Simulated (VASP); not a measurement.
# SnO2 (Imm2) in VASP: single point with LDA

Aim: the single point of SnO2 with LDA.

All numbers are computed with VASP 6.6.1; they aren't measurements. Logs are shortened: lines on timing, memory, paths and dates and some standing lists are left out, and cuts for length are marked.

### 1 The cell of the first run

Symmetry: Imm2, No. 44, orthorhombic system. Conventional cell: a = 3.972 Å, b = 3.972 Å, c = 10.180 Å, α = 90.00°, β = 90.00°, γ = 90.00°. Sn (site symmetry mm2) has 6 O at 2.04 to 2.10 Å within 2.7 Å. Sn (site symmetry mm2) has 6 O at 1.87 to 2.07 Å within 2.5 Å. O (site symmetry mm2) has 3 Sn at 1.87 to 2.10 Å and 2 O at 2.42 Å within 2.5 Å. Within 2.7 Å of O (site symmetry mm2) lie 3 Sn at 2.04 to 2.07 Å and 2 O at 2.42 Å. O (site symmetry mm2) has 3 Sn at 2.04 to 2.07 Å and 2 O at 2.54 Å within 2.7 Å. Within 2.7 Å of O (site symmetry mm2) lie 3 Sn at 2.04 to 2.07 Å and 2 O at 2.54 Å.

### 2 Single point, LDA (atom 3 (O) moved by (+0.000, +0.200) A along x and z)

INCAR reads:

```
SYSTEM = SnO2
PREC = Accurate ; ENCUT = 520
EDIFF = 1E-6 ; ISMEAR = 0
SIGMA = 0.05 ; LREAL = .FALSE.
LASPH = .TRUE. ; NELM = 60
ALGO = Normal ; ISIF = 2
LWAVE = .FALSE. ; LCHARG = .TRUE.
GGA = CA ; LELF = .TRUE.
LVHAR = .TRUE. ; NBANDS = 35
```

KPOINTS reads:

```
Automatic mesh
0
G
  10 10 10
  0 0 0
```

POSCAR reads:

```
SnO2
1.0
   -1.9861130365      1.9861130365      5.0901677903
    1.9861130365     -1.9861130365      5.0901677903
    1.9861130365      1.9861130365     -5.0901677903
Sn O
2 4
Direct
    0.7500000000      0.2500000000      0.5000000000
    0.0000000000      0.0000000000      0.0000000000
    0.8166433012      0.8166433012      0.0000000000
    0.9530024166      0.4530024166      0.5000000000
    0.2030024166      0.2030024166      0.0000000000
    0.5469975834      0.0469975834      0.5000000000
```

Potentials or basis: VASP PAW LDA potentials, release 64 (Sn_d, O).

On the command line:

```console
cat potpaw_LDA.64/Sn_d/POTCAR potpaw_LDA.64/O/POTCAR > POTCAR
mpirun -np 1 vasp_std > vasp.out
```

OUTCAR:

```text
SYSTEM = SnO2
   PREC = Accurate
   ENCUT = 520
   EDIFF = 1E-6
   ISMEAR = 0
   LREAL = .FALSE.
   LASPH = .TRUE.
   NELM = 60
   ISIF = 2
   GGA = CA

 ion  position               nearest neighbor table
   1  0.750  0.250  0.500-   5 2.04   5 2.04   6 2.07   4 2.07   3 2.10   3 2.10   2 3.23   2 3.23
                             2 3.23   2 3.23
   2  0.000  0.000  0.000-   3 1.87   6 2.04   4 2.04   6 2.04   4 2.04   5 2.07   1 3.23   1 3.23
                             1 3.23   1 3.23
   3  0.817  0.817  0.000-   2 1.87   1 2.10   1 2.10
   4  0.953  0.453  0.500-   2 2.04   2 2.04   1 2.07
   5  0.203  0.203  0.000-   1 2.04   1 2.04   2 2.07
   6  0.547  0.047  0.500-   2 2.04   2 2.04   1 2.07

  LATTYP: Found a body centered tetragonal cell.
 ALAT       =     3.9722260730
 C/A-ratio  =     2.5628792001

  Lattice vectors:

 A1 = (  -1.9861130365,   1.9861130365,   5.0901677903)
 A2 = (   1.9861130365,  -1.9861130365,   5.0901677903)
 A3 = (   1.9861130365,   1.9861130365,  -5.0901677903)

Analysis of symmetry for initial positions (statically):
=====================================================================
 Subroutine PRICEL returns:
 Original cell was already a primitive cell.

 Routine SETGRP: Setting up the symmetry group for a
 body centered tetragonal supercell.

 Subroutine GETGRP returns: Found  4 space group operations
 (whereof  4 operations were pure point group operations)
 out of a pool of 16 trial point group operations.

The static configuration has the point symmetry C_2v.

Analysis of symmetry for dynamics (positions and initial velocities):
=====================================================================
 Subroutine PRICEL returns:
 Original cell was already a primitive cell.

 Routine SETGRP: Setting up the symmetry group for a
 body centered tetragonal supercell.

 Subroutine GETGRP returns: Found  4 space group operations
 (whereof  4 operations were pure point group operations)
 out of a pool of 16 trial point group operations.

The dynamic configuration has the point symmetry C_2v.

 Subroutine INISYM returns: Found  4 space group operations
 (whereof  4 operations are pure point group operations),
 and found     1 'primitive' translations

----------------------------------------------------------------------------------------

                                     Primitive cell

  volume of cell :      80.3156

  direct lattice vectors                    reciprocal lattice vectors
    -1.986113036  1.986113036  5.090167790     0.000000000  0.251748008  0.098228589
     1.986113036 -1.986113036  5.090167790     0.251748008  0.000000000  0.098228589
     1.986113036  1.986113036 -5.090167790     0.251748008  0.251748008  0.000000000

  length of vectors
     5.813699177  5.813699177  5.813699177     0.270233075  0.270233075  0.356025447

  position of ions in fractional coordinates (direct lattice)
     0.750000000  0.250000000  0.500000000
     0.000000000  0.000000000  0.000000000
     0.816643301  0.816643301  0.000000000
     0.953002417  0.453002417  0.500000000
     0.203002417  0.203002417  0.000000000
     0.546997583  0.046997583  0.500000000

  ion indices of the primitive-cell ions
   primitive index   ion index
                 1           1
                 2           2
                 3           3
                 4           4
                 5           5
                 6           6

----------------------------------------------------------------------------------------

 KPOINTS: Automatic mesh

Automatic generation of k-mesh.
 Grid dimensions read from file:
 generate k-points for:   10   10   10

 Generating k-lattice:

  Cartesian coordinates                     Fractional coordinates (reciprocal lattice)
     0.000000000  0.025174801  0.009822859     0.100000000  0.000000000  0.000000000
     0.025174801  0.000000000  0.009822859     0.000000000  0.100000000  0.000000000
     0.025174801  0.025174801  0.000000000     0.000000000  0.000000000  0.100000000

  Length of vectors
     0.027023308  0.027023308  0.035602545

  Shift w.r.t. Gamma in fractional coordinates (k-lattice)
     0.000000000  0.000000000  0.000000000

 Subroutine IBZKPT returns following result:
 ===========================================

 Found    171 irreducible k-points:

 Following reciprocal coordinates:
            Coordinates               Weight
  0.000000  0.000000  0.000000      1.000000
  0.100000 -0.000000  0.000000      4.000000
 -0.000000  0.100000  0.000000      4.000000
  0.200000 -0.000000  0.000000      4.000000
 -0.000000  0.200000  0.000000      4.000000
  0.300000 -0.000000  0.000000      4.000000
[... 16 lines left out ...]
 -0.300000  0.100000 -0.000000      8.000000
  0.000000 -0.200000 -0.100000      8.000000
 [... further k-points ...]
   k-points           NKPTS =    171   k-points in BZ     NKDIM =    171   number of bands    NBANDS=     35
   number of dos      NEDOS =    301   number of ions     NIONS =      6
   total plane-waves  NPLWV = 110592
   dimension x,y,z NGX =    48 NGY =   48 NGZ =   48
   dimension x,y,z NGXF=    96 NGYF=   96 NGZF=   96
   ions per type =               2   4
   NGX,Y,Z   is equivalent  to a cutoff of  13.73, 13.73, 13.73 a.u.
   NGXF,Y,Z  is equivalent  to a cutoff of  27.45, 27.45, 27.45 a.u.
 SYSTEM =  SnO2
   PREC   = accura    normal or accurate (medium, high low for compatibility)
   ISTART =      0    job   : 0-new  1-cont  2-samecut
   ICHARG =      2    charge: 1-file 2-atom 10-const
   ISPIN  =      1    spin polarized calculation?
   LNONCOLLINEAR =      F non collinear calculations
   LSORBIT =      F    spin-orbit coupling
   LASPH  =      T    aspherical Exc in radial PAW
   ENCUT  =  520.0 eV  38.22 Ry    6.18 a.u.  10.81 10.81 10.81*2*pi/ulx,y,z
   NELM   =     60;   NELMIN=  2; NELMDL= -5     # of ELM steps
   EDIFF  = 0.1E-05   stopping-criterion for ELM
   LREAL  =      F    real-space projection
   EDIFFG = 0.1E-04   stopping-criterion for IOM
   NSW    =      0    number of steps for IOM
   IBRION =     -1    ionic relax: 0-MD 1-quasi-New 2-CG
   NFREE  =      0    steps in history (QN), initial steepest desc. (CG)
   ISIF   =      2    stress and relaxation
   ISYM   =      2    0-nonsym 1-usesym 2-fastsym
   POTIM  = 0.5000    time-step for ionic-motion
   TEBEG  =    0.0;   TEEND  =   0.0 temperature during run
   PSTRESS=    0.0 pullay stress
   NELECT =      52.0000    total number of electrons
   NUPDOWN=      -1.0000    fix difference up-down
   EMIN   =  10.00;   EMAX   =-10.00  energy-range for DOS
   EFERMI =   0.00;   METHOD = LEGACY
   ISMEAR =     0;   SIGMA  =   0.05  broadening in eV -4-tet -1-fermi 0-gaus
   EFERMI_NEDOS =   21; number of points for ismear=-14 and -15
   IALGO  =     38    algorithm
   IMIX   =      4    mixing-type and parameters
     AMIX     =   0.40;   BMIX     =  1.00
     AMIX_MAG =   1.60;   BMIX_MAG =  1.00
  volume/ion in A,a.u.               =      13.39        90.33
  Fermi-wavevector in a.u.,A,eV,Ry     =   1.416259  2.676341 27.290414  2.005789
  Thomas-Fermi vector in A             =   2.537612
   LORBIT       =      0    0 simple, 1 ext, 2 COOP (PROOUT), +10 PAW based schemes
   GGA     = CA    functional components
   LHFCALC =     F    Hartree Fock is set to
   AEXX    =    0.0000 exact exchange contribution
   IVDW    =     0    specifies the selected vdW correction
   LEPSILON=     F    determine dielectric tensor
   LRPA    =     F    only Hartree local field effects (RPA)
 non-spin polarized calculation
 Gauss-broadening in eV      SIGMA  =   0.05
  energy-cutoff  :      520.00
  volume of cell :       80.32
 maximum number of plane-waves:      2202
 NGX is ok and might be reduce to    48
   NGX = 21   NGY = 21   NGZ = 21

 number of electron      52.0000004 magnetization

 Free energy of the ion-electron system (eV)
  ---------------------------------------------------
  ext. energy  EPLUGINS =         0.00000000
  ---------------------------------------------------
  free energy    TOTEN  =       -41.30900016 eV

  energy without entropy =      -41.30900016  energy(sigma->0) =      -41.30900016

 E-fermi :   4.3217     XC(G=0): -10.9423

 val. band max:        4.0562044406   @ k =   0.3000   0.3000   0.2000
 cond. band min:       5.8077069534   @ k =   0.0000   0.0000   0.0000
 fundamental gap:      1.7515025128
 Fermi energy:         4.3216562079

 k-point     1 :       0.0000    0.0000    0.0000
  band No.  band energies     occupation
      1     -16.4263      2.00000
      2     -16.3363      2.00000
      3     -15.9853      2.00000
      4     -15.7829      2.00000
      5     -15.5618      2.00000
      6     -15.5249      2.00000
[... 27 lines left out ...]
     34      16.1899      0.00000
     35      16.2680      0.00000

 k-point     2 :       0.1000   -0.0000    0.0000
  band No.  band energies     occupation
      1     -16.4404      2.00000
      2     -16.2855      2.00000
      3     -15.9884      2.00000
      4     -15.7629      2.00000
      5     -15.5628      2.00000
      6     -15.5224      2.00000
[... 27 lines left out ...]
     34      15.9116      0.00000
     35      16.0601      0.00000

 k-point     3 :      -0.0000    0.1000    0.0000
  band No.  band energies     occupation
      1     -16.4434      2.00000
      2     -16.3000      2.00000
      3     -15.9882      2.00000
      4     -15.7692      2.00000
      5     -15.5499      2.00000
      6     -15.5261      2.00000
[... 27 lines left out ...]
     34      15.8138      0.00000
     35      16.2593      0.00000
[... 723 lines left out ...]
 k-point    23 :      -0.3000    0.1000   -0.0000
  band No.  band energies     occupation
      1     -16.4164      2.00000
      2     -16.1119      2.00000
      3     -15.9082      2.00000
      4     -15.6995      2.00000
      5     -15.5694      2.00000
      6     -15.4949      2.00000
[... 27 lines left out ...]
     34      15.2470      0.00000
     35      15.6452      0.00000

 k-point    24 :       0.0000   -0.2000   -0.1000
  band No.  band energies     occupation
      1     -16.4375      2.00000
      2     -16.1623      2.00000
      3     -15.9760      2.00000
      4     -15.6958      2.00000
      5     -15.5393      2.00000
      6     -15.4793      2.00000
[... 27 lines left out ...]
     34      15.4938      0.00000
     35      15.8553      0.00000

 [... further k-points ...]

------------------------ aborting loop because EDIFF is reached ----------------------------------------

  FORCE on cell =-STRESS in cart. coord.  units (eV):
  Direction    XX          YY          ZZ          XY          YZ          ZX
  --------------------------------------------------------------------------------------
  -------------------------------------------------------------------------------------
  Total        0.6428126      0.8299441      6.7650804      0.0000000      0.0000000      0.0000000
  in kB       12.8231573     16.5561525    134.9533070      0.0000000      0.0000000      0.0000000
  external PRESSURE =      54.7775389 kB  Pullay stress =       0.0000000 kB

 VOLUME and BASIS-vectors are now :
 -----------------------------------------------------------------------------
  energy-cutoff  :      520.00
  volume of cell :       80.32
      direct lattice vectors                 reciprocal lattice vectors
    -1.986113036  1.986113036  5.090167790     0.000000000  0.251748008  0.098228589
     1.986113036 -1.986113036  5.090167790     0.251748008  0.000000000  0.098228589
     1.986113036  1.986113036 -5.090167790     0.251748008  0.251748008  0.000000000

 POSITION                                       TOTAL-FORCE (eV/Angst)
 -----------------------------------------------------------------------------------
      0.00000      1.98611      2.54508         0.000000      0.000000      0.702037
      0.00000      0.00000      0.00000        -0.000000     -0.000000      2.892805
      0.00000      0.00000      8.31370        -0.000000     -0.000000     -4.894762
      0.00000      1.98611      4.61172         0.000000      0.000000      0.543999
      0.00000      0.00000      2.06663         0.000000      0.000000      0.232928
      0.00000      1.98611      0.47845         0.000000      0.000000      0.522993
 -----------------------------------------------------------------------------------
    total drift:                                0.000001      0.000001     -0.000016

  FREE ENERGIE OF THE ION-ELECTRON SYSTEM (eV)
  ---------------------------------------------------
  free  energy   TOTEN  =       -41.3090001612 eV

  energy  without entropy=      -41.3090001612  energy(sigma->0) =      -41.30900016
```

It took 13 min on 1 thread of Intel Xeon Platinum 8259CL at 2.50GHz (Skylake/Cascade Lake), shared host; peak memory 0.51 GiB.

What came out:

* Free energy: -41.3090 eV
* Pressure: 5.5 GPa
* Largest force: 4.895 eV/Å
* Band gap on the k mesh: 1.75 eV (least direct gap 2.07 eV)

Forces in eV/Å, atoms in the order of the input:
```
Sn   0.000  0.000  0.702
Sn   0.000  0.000  2.893
O    0.000  0.000 -4.895
O    0.000  0.000  0.544
O    0.000  0.000  0.233
O    0.000  0.000  0.523
```

Stress tensor (GPa, compression positive):
```
 1.28  0.00  0.00
 0.00  1.66  0.00
 0.00  0.00 13.50
```

Caveat: the cell differs from its parent crystal (atom 3 (O) moved by (+0.000, +0.200) A along x and z); the cell stands under pressure; spin-orbit coupling is left out, which moves the levels of the heavy elements; forces of over 1 eV/Å act on the atoms, so gaps and moduli don't describe the material at rest.
